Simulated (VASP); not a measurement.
# GaN (Cmc2_1) in VASP: single point with PBEsol

Aim: the single point of GaN with PBEsol.

All numbers are computed with VASP 6.6.1; they aren't measurements. Logs are shortened: lines on timing, memory, paths and dates and some standing lists are left out, and cuts for length are marked.

## 1. The cell of the first run

The structure is orthorhombic, space group Cmc2_1 (No. 36). Conventional cell: a = 3.230 Å, b = 5.473 Å, c = 5.214 Å, α = 90.00°, β = 90.00°, γ = 90.00°. Ga (site symmetry m) has 4 N at 1.95 to 1.96 Å within 2.6 Å. N (site symmetry m) has 4 Ga at 1.95 to 1.96 Å within 2.6 Å.

## 2. Single point, PBEsol

File INCAR:

```
SYSTEM = GaN
PREC = Accurate
ENCUT = 520
EDIFF = 1E-6
ISMEAR = 0
SIGMA = 0.02
LREAL = .FALSE.
LASPH = .TRUE.
NELM = 80
ALGO = Normal
ISIF = 2
LWAVE = .FALSE.
LCHARG = .TRUE.
GGA = PS
LELF = .TRUE.
LVHAR = .TRUE.
NBANDS = 26
ISYM = 0
```

File KPOINTS:

```
Automatic mesh
0
G
  8 5 10
  0 0 0
```

File POSCAR:

```
GaN
1.0
    3.2300235075      0.0000000000      0.0000025464
    0.0000000000      5.2142972872      0.0000000000
    1.6150139003      0.0000000000      2.7365668790
Ga N
2 2
Direct
    0.3327021182      0.0007008692      0.3345957317
    0.6672978818      0.5007008692      0.6654042683
    0.3311613022      0.6242991308      0.3376781577
    0.6688386978      0.1242991308      0.6623218423
```

Potentials or basis: VASP PAW PBE potentials, release 64 (Ga_d, N).

Launch:

```
> cat potpaw_PBE.64/Ga_d/POTCAR potpaw_PBE.64/N/POTCAR > POTCAR
> mpirun -np 1 vasp_std > vasp.out
```

OUTCAR:

```text
SYSTEM = GaN
   PREC = Accurate
   ENCUT = 520
   EDIFF = 1E-6
   ISMEAR = 0
   LREAL = .FALSE.
   LASPH = .TRUE.
   NELM = 80
   ISIF = 2
   GGA = PS
   ISYM = 0

 ion  position               nearest neighbor table
   1  0.333  0.001  0.335-   4 1.95   4 1.96   4 1.96   3 1.96
   2  0.667  0.501  0.665-   3 1.95   3 1.96   3 1.96   4 1.96
   3  0.331  0.624  0.338-   2 1.95   2 1.96   2 1.96   1 1.96
   4  0.669  0.124  0.662-   1 1.95   1 1.96   1 1.96   2 1.96

IMPORTANT INFORMATION: All symmetrisations will be switched off!
NOSYMM: (Re-)initialisation of all symmetry stuff for point group C_1.

----------------------------------------------------------------------------------------

                                     Primitive cell

  volume of cell :      46.0901

  direct lattice vectors                    reciprocal lattice vectors
     3.230023507  0.000000000  0.000002546     0.309595414  0.000000000 -0.182711010
     0.000000000  5.214297287  0.000000000     0.000000000  0.191780396  0.000000000
     1.615013900  0.000000000  2.736566879    -0.000000288  0.000000000  0.365421533

  length of vectors
     3.230023508  5.214297287  3.177588422     0.359489407  0.191780396  0.365421533

  position of ions in fractional coordinates (direct lattice)
     0.332702118  0.000700869  0.334595732
     0.667297882  0.500700869  0.665404268
     0.331161302  0.624299131  0.337678158
     0.668838698  0.124299131  0.662321842

  ion indices of the primitive-cell ions
   primitive index   ion index
                 1           1
                 2           2
                 3           3
                 4           4

----------------------------------------------------------------------------------------

 KPOINTS: Automatic mesh

Automatic generation of k-mesh.
 Grid dimensions read from file:
 generate k-points for:    8    5   10

 Generating k-lattice:

  Cartesian coordinates                     Fractional coordinates (reciprocal lattice)
     0.038699427  0.000000000 -0.022838876     0.125000000  0.000000000  0.000000000
     0.000000000  0.038356079  0.000000000     0.000000000  0.200000000  0.000000000
    -0.000000029  0.000000000  0.036542153    -0.000000000  0.000000000  0.100000000

  Length of vectors
     0.044936176  0.038356079  0.036542153

  Shift w.r.t. Gamma in fractional coordinates (k-lattice)
     0.000000000  0.000000000  0.000000000

 -----------------------------------------------------------------------------
|                                                                             |
|           W    W    AA    RRRRR   N    N  II  N    N   GGGG   !!!           |
|           W    W   A  A   R    R  NN   N  II  NN   N  G    G  !!!           |
|           W    W  A    A  R    R  N N  N  II  N N  N  G       !!!           |
|           W WW W  AAAAAA  RRRRR   N  N N  II  N  N N  G  GGG   !            |
|           WW  WW  A    A  R   R   N   NN  II  N   NN  G    G                |
|           W    W  A    A  R    R  N    N  II  N    N   GGGG   !!!           |
|                                                                             |
|     Your reciprocal lattice and k-lattice belong to different lattice       |
|     classes:                                                                |
|                                                                             |
|        The reciprocal lattice is base centered orthorhombic,                |
|        whereas your k-lattice is simple monoclinic.                         |
|                                                                             |
|     Results are often still useful ...                                      |
|                                                                             |
 -----------------------------------------------------------------------------

 WARNING: IBZKPT: internal override: KBLOWUP is changed to .FALSE.
      ... skipping the blow-up phase ...

 Subroutine IBZKPT returns following result:
 ===========================================

 Found    202 irreducible k-points:

 Following reciprocal coordinates:
            Coordinates               Weight
  0.000000  0.000000  0.000000      1.000000
  0.125000  0.000000  0.000000      2.000000
  0.250000  0.000000  0.000000      2.000000
  0.375000  0.000000 -0.000000      2.000000
  0.500000  0.000000  0.000000      1.000000
  0.000000  0.200000  0.000000      2.000000
[... 16 lines left out ...]
  0.125000  0.000000  0.100000      2.000000
  0.250000  0.000000  0.100000      2.000000
 [... further k-points ...]
   k-points           NKPTS =    202   k-points in BZ     NKDIM =    202   number of bands    NBANDS=     26
   number of dos      NEDOS =    301   number of ions     NIONS =      4
   total plane-waves  NPLWV =  23040
   dimension x,y,z NGX =    24 NGY =   40 NGZ =   24
   dimension x,y,z NGXF=    48 NGYF=   80 NGZF=   48
   ions per type =               2   2
   NGX,Y,Z   is equivalent  to a cutoff of  12.35, 12.75, 12.56 a.u.
   NGXF,Y,Z  is equivalent  to a cutoff of  24.71, 25.51, 25.11 a.u.
 SYSTEM =  GaN
   PREC   = accura    normal or accurate (medium, high low for compatibility)
   ISTART =      0    job   : 0-new  1-cont  2-samecut
   ICHARG =      2    charge: 1-file 2-atom 10-const
   ISPIN  =      1    spin polarized calculation?
   LNONCOLLINEAR =      F non collinear calculations
   LSORBIT =      F    spin-orbit coupling
   LASPH  =      T    aspherical Exc in radial PAW
   ENCUT  =  520.0 eV  38.22 Ry    6.18 a.u.   6.01  9.70  5.91*2*pi/ulx,y,z
   NELM   =     80;   NELMIN=  2; NELMDL= -5     # of ELM steps
   EDIFF  = 0.1E-05   stopping-criterion for ELM
   LREAL  =      F    real-space projection
   EDIFFG = 0.1E-04   stopping-criterion for IOM
   NSW    =      0    number of steps for IOM
   IBRION =     -1    ionic relax: 0-MD 1-quasi-New 2-CG
   NFREE  =      0    steps in history (QN), initial steepest desc. (CG)
   ISIF   =      2    stress and relaxation
   ISYM   =      0    0-nonsym 1-usesym 2-fastsym
   POTIM  = 0.5000    time-step for ionic-motion
   TEBEG  =    0.0;   TEEND  =   0.0 temperature during run
   PSTRESS=    0.0 pullay stress
   NELECT =      36.0000    total number of electrons
   NUPDOWN=      -1.0000    fix difference up-down
   EMIN   =  10.00;   EMAX   =-10.00  energy-range for DOS
   EFERMI =   0.00;   METHOD = LEGACY
   ISMEAR =     0;   SIGMA  =   0.02  broadening in eV -4-tet -1-fermi 0-gaus
   EFERMI_NEDOS =   21; number of points for ismear=-14 and -15
   IALGO  =     38    algorithm
   IMIX   =      4    mixing-type and parameters
     AMIX     =   0.40;   BMIX     =  1.00
     AMIX_MAG =   1.60;   BMIX_MAG =  1.00
  volume/ion in A,a.u.               =      11.52        77.76
  Fermi-wavevector in a.u.,A,eV,Ry     =   1.507671  2.849085 30.927016  2.273072
  Thomas-Fermi vector in A             =   2.618226
   LORBIT       =      0    0 simple, 1 ext, 2 COOP (PROOUT), +10 PAW based schemes
   GGA     = PS    functional components
   LHFCALC =     F    Hartree Fock is set to
   AEXX    =    0.0000 exact exchange contribution
   IVDW    =     0    specifies the selected vdW correction
   LEPSILON=     F    determine dielectric tensor
   LRPA    =     F    only Hartree local field effects (RPA)
 non-spin polarized calculation
 Gauss-broadening in eV      SIGMA  =   0.02
  energy-cutoff  :      520.00
  volume of cell :       46.09
 maximum number of plane-waves:      1260
   NGX = 13   NGY = 19   NGZ = 11

 number of electron      35.9999975 magnetization

 Free energy of the ion-electron system (eV)
  ---------------------------------------------------
  ext. energy  EPLUGINS =         0.00000000
  ---------------------------------------------------
  free energy    TOTEN  =       -26.25593886 eV

  energy without entropy =      -26.25593886  energy(sigma->0) =      -26.25593886

 E-fermi :   5.3210     XC(G=0): -11.8581

 val. band max:        5.1570724673   @ k =   0.0000   0.0000   0.0000
 cond. band min:       6.8919245056   @ k =   0.0000   0.0000   0.0000
 fundamental gap:      1.7348520383
 Fermi energy:         5.3209538971

 k-point     1 :       0.0000    0.0000    0.0000
  band No.  band energies     occupation
      1     -10.8097      2.00000
      2      -9.8864      2.00000
      3      -8.3036      2.00000
      4      -8.2955      2.00000
      5      -8.2789      2.00000
      6      -8.2351      2.00000
[... 18 lines left out ...]
     25      16.5888      0.00000
     26      16.7446      0.00000

 k-point     2 :       0.1250    0.0000    0.0000
  band No.  band energies     occupation
      1     -10.6601      2.00000
      2      -9.8489      2.00000
      3      -8.2883      2.00000
      4      -8.2637      2.00000
      5      -8.2418      2.00000
      6      -8.2121      2.00000
[... 18 lines left out ...]
     25      16.1347      0.00000
     26      17.0237      0.00000

 k-point     3 :       0.2500    0.0000    0.0000
  band No.  band energies     occupation
      1     -10.3074      2.00000
      2      -9.7769      2.00000
      3      -8.2519      2.00000
      4      -8.2261      2.00000
      5      -8.1638      2.00000
      6      -8.1248      2.00000
[... 18 lines left out ...]
     25      16.3211      0.00000
     26      17.6667      0.00000

 k-point     4 :       0.3750    0.0000   -0.0000
  band No.  band energies     occupation
      1     -10.0004      2.00000
      2      -9.7306      2.00000
      3      -8.2378      2.00000
      4      -8.2119      2.00000
      5      -8.1266      2.00000
      6      -8.0737      2.00000
[... 18 lines left out ...]
     25      16.7381      0.00000
     26      18.1410      0.00000
[... 496 lines left out ...]
      1     -10.7090      2.00000
      2      -9.8604      2.00000
      3      -8.2917      2.00000
      4      -8.2805      2.00000
      5      -8.2498      2.00000
      6      -8.2148      2.00000
[... 18 lines left out ...]
     25      16.3114      0.00000
     26      16.7993      0.00000

 k-point    23 :       0.1250    0.0000    0.1000
  band No.  band energies     occupation
      1     -10.6838      2.00000
      2      -9.8545      2.00000
      3      -8.2915      2.00000
      4      -8.2648      2.00000
      5      -8.2508      2.00000
      6      -8.2183      2.00000
[... 18 lines left out ...]
     25      16.1278      0.00000
     26      16.9497      0.00000

 k-point    24 :       0.2500    0.0000    0.1000
  band No.  band energies     occupation
      1     -10.4071      2.00000
      2      -9.7954      2.00000
      3      -8.2542      2.00000
      4      -8.2388      2.00000
      5      -8.1829      2.00000
      6      -8.1635      2.00000
[... 18 lines left out ...]
     25      15.9624      0.00000
     26      17.4959      0.00000

 [... further k-points ...]
[... 5 lines left out ...]
  --------------------------------------------------------------------------------------
  -------------------------------------------------------------------------------------
  Total       -1.3797619     -0.8560849     -0.0450465     -0.0000037      0.0000035      0.0000024
  in kB      -47.9631162    -29.7591189     -1.5658999     -0.0001297      0.0001226      0.0000836
  external PRESSURE =     -26.4293783 kB  Pullay stress =       0.0000000 kB

 VOLUME and BASIS-vectors are now :
 -----------------------------------------------------------------------------
  energy-cutoff  :      520.00
  volume of cell :       46.09
      direct lattice vectors                 reciprocal lattice vectors
     3.230023507  0.000000000  0.000002546     0.309595414  0.000000000 -0.182711010
     0.000000000  5.214297287  0.000000000     0.000000000  0.191780396  0.000000000
     1.615013900  0.000000000  2.736566879    -0.000000288  0.000000000  0.365421533

 POSITION                                       TOTAL-FORCE (eV/Angst)
 -----------------------------------------------------------------------------------
      1.61501      0.00365      0.91564         0.000008     -0.000981     -0.003285
      3.23002      2.61080      1.82092        -0.000006     -0.001023      0.003282
      1.61501      3.25528      0.92408        -0.000001      0.001030     -0.001737
      3.23002      0.64813      1.81249        -0.000001      0.000973      0.001740
 -----------------------------------------------------------------------------------
    total drift:                                0.000006      0.000665      0.000011

  FREE ENERGIE OF THE ION-ELECTRON SYSTEM (eV)
  ---------------------------------------------------
  free  energy   TOTEN  =       -26.2559388611 eV

  energy  without entropy=      -26.2559388611  energy(sigma->0) =      -26.25593886
```

Wall time 2.9 min (1 thread of AMD EPYC 9R14 (Zen 4), shared host); peak memory 0.28 GiB.

What came out:

* Free energy: -26.2559 eV
* Pressure: -2.6 GPa
* Largest force: 0.003 eV/Å
* Band gap on the k mesh: 1.73 eV, direct

Forces on the atoms (eV/Å):
```
Ga   0.000 -0.001 -0.003
Ga   0.000 -0.001  0.003
N    0.000  0.001 -0.002
N    0.000  0.001  0.002
```

Stress tensor (GPa, compression positive):
```
-4.80  0.00  0.00
 0.00 -2.98  0.00
 0.00  0.00 -0.16
```

Levels at points of the mesh, in eV from the valence-band top:
```csv
k point,band 16,band 17,band 18,band 19,band 20,band 21
"(0.00, 0.00, 0.00)",-0.12,-0.11,0.00,1.73,4.07,8.96
"(0.50, 0.00, 0.00)",-2.71,-2.31,-1.00,4.99,5.46,5.85
"(0.00, 0.00, 0.50)",-2.96,-2.23,-1.18,4.60,5.17,5.80
"(0.50, 0.00, 0.50)",-2.71,-2.31,-1.00,4.99,5.46,5.85
```

Caveat: the PAW data sets were made with another functional, which shifts forces and pressure a little.
